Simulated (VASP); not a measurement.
# Al2P3 (P4/mmm) in VASP: notebook

Al2P3 is run at these levels: PBE; tasks: relaxation of cell and atoms, single point.

All numbers are computed with VASP 6.6.1; they aren't measurements. Logs are shortened: lines on timing, memory, paths and dates and some standing lists are left out, and cuts for length are marked.

**1. The cell of the first run**

It takes space group P4/mmm (No. 123, tetragonal). The conventional cell has a = 3.341 Å, b = 3.341 Å, c = 7.426 Å, α = 90.00°, β = 90.00°, γ = 90.00°. Al (site symmetry 4mm) has 8 P at 2.59 to 2.78 Å and 5 Al at 2.94 to 3.34 Å within 3.4 Å. Within 3.1 Å of P (site symmetry 4mm) lie 2 P at 2.35 to 2.54 Å and 4 Al at 2.59 Å. P (site symmetry 4/mmm) has 2 P at 2.54 Å and 8 Al at 2.78 Å within 3.3 Å.

**2. Relaxation of cell and atoms, PBE**

Input file INCAR:

```
ALGO     = Normal         # electronic algorithm
EDIFF    = 1E-6           # SCF threshold, eV
EDIFFG   = -0.04          # ionic threshold
ENCUT    = 600            # plane-wave cutoff, eV
GGA      = PE             # functional
IBRION   = 2              # ionic algorithm
ISIF     = 3              # what is computed and relaxed
ISMEAR   = 0              # smearing method
LASPH    = T              # aspherical terms in the spheres
LCHARG   = F              # write CHGCAR
LREAL    = F              # projectors in reciprocal space
LWAVE    = F              # write WAVECAR
NELM     = 60             # most SCF steps
NSW      = 90             # ionic steps
PREC     = Accurate       # precision mode
SIGMA    = 0.1            # smearing width, eV
```

Input file KPOINTS:

```
k-points
0
Gamma
  6 6 4
```

Input file POSCAR:

```
Al2P3
1.0
    3.3414164583      0.0000000000      0.0000000000
    0.0000000000      3.3414164583      0.0000000000
    0.0000000000      0.0000000000      7.4257366782
Al P
2 3
Direct
    0.0000000000      0.0000000000      0.6981309453
    0.0000000000      0.0000000000      0.3018690547
    0.5000000000      0.5000000000      0.8418295195
    0.5000000000      0.5000000000      0.1581704805
    0.5000000000      0.5000000000      0.5000000000
```

Potentials or basis: VASP PAW PBE potentials, release 64 (Al, P).

Run with:

```bash
$ cat potpaw_PBE.64/Al/POTCAR potpaw_PBE.64/P/POTCAR > POTCAR
$ mpirun -np 1 vasp_std > vasp.out
```

OUTCAR:

```text
EDIFF = 1E-6
   EDIFFG = -0.04
   ENCUT = 600
   GGA = PE
   IBRION = 2
   ISIF = 3
   ISMEAR = 0
   LASPH = T
   LREAL = F
   NELM = 60
   NSW = 90
   PREC = Accurate

 ion  position               nearest neighbor table
   1  0.000  0.000  0.698-   3 2.59   3 2.59   3 2.59   3 2.59   5 2.78   5 2.78   5 2.78   5 2.78
                             2 2.94
   2  0.000  0.000  0.302-   4 2.59   4 2.59   4 2.59   4 2.59   5 2.78   5 2.78   5 2.78   5 2.78
                             1 2.94
   3  0.500  0.500  0.842-   4 2.35   5 2.54   1 2.59   1 2.59   1 2.59   1 2.59
   4  0.500  0.500  0.158-   3 2.35   5 2.54   2 2.59   2 2.59   2 2.59   2 2.59
   5  0.500  0.500  0.500-   3 2.54   4 2.54   1 2.78   2 2.78   1 2.78   2 2.78   1 2.78   2 2.78
                             1 2.78   2 2.78

  LATTYP: Found a simple tetragonal cell.
 ALAT       =     3.3414164583
 C/A-ratio  =     2.2223319873

  Lattice vectors:

 A1 = (   3.3414164583,   0.0000000000,   0.0000000000)
 A2 = (   0.0000000000,   3.3414164583,   0.0000000000)
 A3 = (   0.0000000000,   0.0000000000,   7.4257366782)

Analysis of symmetry for initial positions (statically):
=====================================================================
 Subroutine PRICEL returns:
 Original cell was already a primitive cell.

 Routine SETGRP: Setting up the symmetry group for a
 simple tetragonal supercell.

 Subroutine GETGRP returns: Found 16 space group operations
 (whereof 16 operations were pure point group operations)
 out of a pool of 16 trial point group operations.

The static configuration has the point symmetry D_4h.

Analysis of symmetry for dynamics (positions and initial velocities):
=====================================================================
 Subroutine PRICEL returns:
 Original cell was already a primitive cell.

 Routine SETGRP: Setting up the symmetry group for a
 simple tetragonal supercell.

 Subroutine GETGRP returns: Found 16 space group operations
 (whereof 16 operations were pure point group operations)
 out of a pool of 16 trial point group operations.

The dynamic configuration has the point symmetry D_4h.

 Subroutine INISYM returns: Found 16 space group operations
 (whereof 16 operations are pure point group operations),
 and found     1 'primitive' translations

----------------------------------------------------------------------------------------

                                     Primitive cell

  volume of cell :      82.9088

  direct lattice vectors                    reciprocal lattice vectors
     3.341416458  0.000000000  0.000000000     0.299274279  0.000000000  0.000000000
[... 113 lines left out ...]
  volume/ion in A,a.u.               =      16.58       111.90
  Fermi-wavevector in a.u.,A,eV,Ry     =   1.035812  1.957401 14.597784  1.072907
  Thomas-Fermi vector in A             =   2.170173
   LORBIT       =      0    0 simple, 1 ext, 2 COOP (PROOUT), +10 PAW based schemes
   GGA     = PE    functional components
   LHFCALC =     F    Hartree Fock is set to
   AEXX    =    0.0000 exact exchange contribution
   IVDW    =     0    specifies the selected vdW correction
   LEPSILON=     F    determine dielectric tensor
   LRPA    =     F    only Hartree local field effects (RPA)
 conjugate gradient relaxation of ions
 non-spin polarized calculation
 Gauss-broadening in eV      SIGMA  =   0.10
  energy-cutoff  :      600.00
  volume of cell :       82.91
 maximum number of plane-waves:      2786
 NGX is ok and might be reduce to    28

--------------------------------------- Ionic step        1  -------------------------------------------

 number of electron      20.9999998 magnetization

 Free energy of the ion-electron system (eV)
  ---------------------------------------------------
  ext. energy  EPLUGINS =         0.00000000
  ---------------------------------------------------
  free energy    TOTEN  =       -23.16303986 eV

  energy without entropy =      -23.15112476  energy(sigma->0) =      -23.15708231

------------------------ aborting loop because EDIFF is reached ----------------------------------------

  FORCE on cell =-STRESS in cart. coord.  units (eV):
  Direction    XX          YY          ZZ          XY          YZ          ZX
  --------------------------------------------------------------------------------------
  -------------------------------------------------------------------------------------
  Total       -0.2138168     -0.2138168      0.5411047      0.0000000      0.0000000      0.0000000
  in kB       -4.1319182     -4.1319182     10.4566158      0.0000000      0.0000000      0.0000000
  external PRESSURE =       0.7309265 kB  Pullay stress =       0.0000000 kB
[... 299 lines left out ...]
--------------------------------------- Ionic step        9  -------------------------------------------

 number of electron      20.9999999 magnetization

 Free energy of the ion-electron system (eV)
  ---------------------------------------------------
  ext. energy  EPLUGINS =         0.00000000
  ---------------------------------------------------
  free energy    TOTEN  =       -23.19062478 eV

  energy without entropy =      -23.17641618  energy(sigma->0) =      -23.18352048

 E-fermi :   7.8531     XC(G=0): -10.3820

 val. band max:        7.8373065406   @ k =   0.3333   0.1667   0.2500
 cond. band min:       7.8849313236   @ k =   0.3333   0.3333   0.5000
 fundamental gap:      0.0476247830
 Fermi energy:         7.8530587713

 k-point     1 :       0.0000    0.0000    0.0000
  band No.  band energies     occupation
      1      -6.4544      2.00000
      2      -4.2423      2.00000
      3      -3.5428      2.00000
      4       3.6682      2.00000
      5       3.9380      2.00000
      6       5.5345      2.00000
      7       5.5345      2.00000
      8       7.2751      2.00000
      9       7.3122      2.00000
     10       7.3122      2.00000
     11       8.1125      0.00024
     12       8.1125      0.00024
     13       9.6599      0.00000
     14      10.1395      0.00000
[... 377 lines left out ...]
      1      -4.3488      2.00000
      2      -4.2208      2.00000
      3      -0.4290      2.00000
      4      -0.0458      2.00000
      5       0.3911      2.00000
      6       1.6087      2.00000
      7       3.9539      2.00000
      8       7.1926      2.00000
      9       7.2316      2.00000
     10       7.4106      2.00000
     11       9.5361      0.00000
     12      10.2180      0.00000
     13      10.8303      0.00000
     14      11.1705      0.00000

 [... further k-points ...]
[... 5 lines left out ...]
  --------------------------------------------------------------------------------------
  -------------------------------------------------------------------------------------
  Total       -0.0525519     -0.0525519     -0.0714830      0.0000000      0.0000000     -0.0000000
  in kB       -1.0102173     -1.0102173     -1.3741349      0.0000000      0.0000000     -0.0000000
  external PRESSURE =      -1.1315232 kB  Pullay stress =       0.0000000 kB
[... 20 lines left out ...]
  FREE ENERGIE OF THE ION-ELECTRON SYSTEM (eV)
  ---------------------------------------------------
  free  energy   TOTEN  =       -23.1906247816 eV

  energy  without entropy=      -23.1764161809  energy(sigma->0) =      -23.18352048

 reached required accuracy - stopping structural energy minimisation
```

Wall time 2 min (1 thread of Intel Xeon 6975P-C (Granite Rapids), shared host); peak memory 0.2 GiB.

What came out:

```
Free energy                            : -23.1906 eV
Relaxed volume                         : 16.67 Å³/atom
Relaxed cell                           : a = 3.350 Å, b = 3.350 Å, c = 7.426 Å, α = 90.00°, β = 90.00°, γ = 90.00°
Space group after relaxing (to 0.05 Å) : P4/mmm (No. 123)
Energy gained by relaxing              : 5.5 meV/atom
Ionic steps                            : 9
Pressure after relaxing                : -0.1 GPa
Largest force after relaxing           : 0.013 eV/Å
```

Forces on the atoms (eV/Å):
```
Al   0.000  0.000 -0.004
Al   0.000  0.000  0.004
P    0.000  0.000 -0.013
P    0.000  0.000  0.013
P    0.000  0.000  0.000
```

The path:
```csv
step,energy change (eV),largest force (eV/Å),pressure (GPa),volume (Å³)
1,0.0000,0.3748,0.07,82.91
2,-0.0128,0.2375,0.08,83.00
3,-0.0153,0.1553,0.11,83.06
4,-0.0241,0.0870,-0.05,83.27
5,-0.0259,0.0765,-0.14,83.41
6,-0.0259,0.0817,-0.14,83.43
7,-0.0270,0.0609,0.05,83.23
8,-0.0273,0.0427,0.22,83.07
9,-0.0276,0.0126,-0.11,83.35
```

Final structure:
```xyz
5
Lattice="3.3502 0.0000 0.0000 0.0000 3.3502 0.0000 0.0000 0.0000 7.4257" Properties=species:S:1:pos:R:3 pbc="T T T"
Al    0.0000    0.0000    5.2657
Al    0.0000    3.3502    2.1600
P     1.6751    1.6751    6.2482
P     1.6751    1.6751    1.1775
P     1.6751    1.6751    3.7128
```

Caveat: the bands computed are all filled at some k points, so no gap is given.

**3. Single point, PBE**

This run uses another cell than the first one: it holds 10 atoms, not 5.

Input file INCAR:

```
PREC = Accurate
ENCUT = 520
EDIFF = 1E-6
ISMEAR = 0
SIGMA = 0.2
LREAL = False
LASPH = True
NELM = 80
ALGO = Normal
ISIF = 2
LWAVE = False
LCHARG = True
GGA = PE
LELF = True
LVHAR = True
NBANDS = 32
```

Input file KPOINTS:

```
Automatic mesh
0
Gamma
  6 4 4
```

Input file POSCAR:

```
Al2P3
1.0
    0.0000000000     -3.3560786269      0.0000000000
   -6.7121572538      0.0000000000      0.0000000000
    0.0000000000      0.0000000000     -7.3896642636
Al P
4 6
Direct
    1.0000000000      1.0000000000      0.2889135391
    1.0000000000      0.5000000000      0.2889135391
    1.0000000000      1.0000000000      0.7110864609
    1.0000000000      0.5000000000      0.7110864609
    0.5000000000      0.7500000000      0.1604592390
    0.5000000000      0.2500000000      0.1604592390
    0.5000000000      0.7500000000      0.8395407610
    0.5000000000      0.2500000000      0.8395407610
    0.5000000000      0.7500000000      0.5000000000
    0.5000000000      0.2500000000      0.5000000000
```

Potentials or basis: VASP PAW PBE potentials, release 64 (Al, P).

Run with:

```bash
$ cat potpaw_PBE.64/Al/POTCAR potpaw_PBE.64/P/POTCAR > POTCAR
$ mpirun -np 1 vasp_std > vasp.out
```

Run time: 2 min. Hardware: 1 thread of Intel Xeon 6975P-C (Granite Rapids), shared host; peak memory 0.33 GiB.

It converged, with:

- Free energy: -46.4097 eV
- Pressure: 0.1 GPa
- Largest force: 0.140 eV/Å
- Band gap on the k mesh: zero (band 21 reaches 9.41 eV, above the bottom of band 22 at 6.10 eV)

Forces on the atoms (eV/Å):
```
Al   0.000  0.000  0.031
Al   0.000  0.000  0.031
Al   0.000  0.000 -0.031
Al   0.000  0.000 -0.031
P    0.000  0.000  0.140
P    0.000  0.000  0.140
P    0.000  0.000 -0.140
P    0.000  0.000 -0.140
P    0.000  0.000  0.000
P    0.000  0.000  0.000
```

Stress tensor (GPa, compression positive):
```
-0.81  0.00  0.00
 0.00 -0.40  0.00
 0.00  0.00  1.52
```

Levels at points of the mesh, in eV from the Fermi level:
```
           k point  band 17  band 18  band 19  band 20  band 21  band 22  band 23  band 24  band 25  band 26
(0.00, 0.00, 0.00)    -0.71    -0.65    -0.65     0.24     0.24     0.60     1.27     1.70     1.71     2.21
(0.50, 0.00, 0.00)    -2.92    -2.56    -1.89    -1.84    -1.43    -1.19    -0.33     0.61     1.27     1.71
(0.00, 0.50, 0.00)    -1.92    -1.92    -0.15    -0.15     0.68     0.68     1.27     1.27     3.03     3.03
(0.50, 0.50, 0.00)    -2.54    -2.54    -2.04    -2.04    -1.27    -1.27    -1.13    -1.13     0.83     0.83
(0.00, 0.00, 0.50)    -0.64    -0.54    -0.52    -0.04     1.31     1.31     1.76     1.81     1.84     2.32
(0.50, 0.00, 0.50)    -2.59    -2.13    -2.13    -0.75    -0.64    -0.51     0.96     1.48     1.49     1.76
(0.00, 0.50, 0.50)    -1.19    -1.19     0.84     0.84     1.51     1.51     1.60     1.60     1.74     1.74
(0.50, 0.50, 0.50)    -3.27    -3.27    -0.91    -0.91    -0.18    -0.18    -0.16    -0.16     0.40     0.40
```
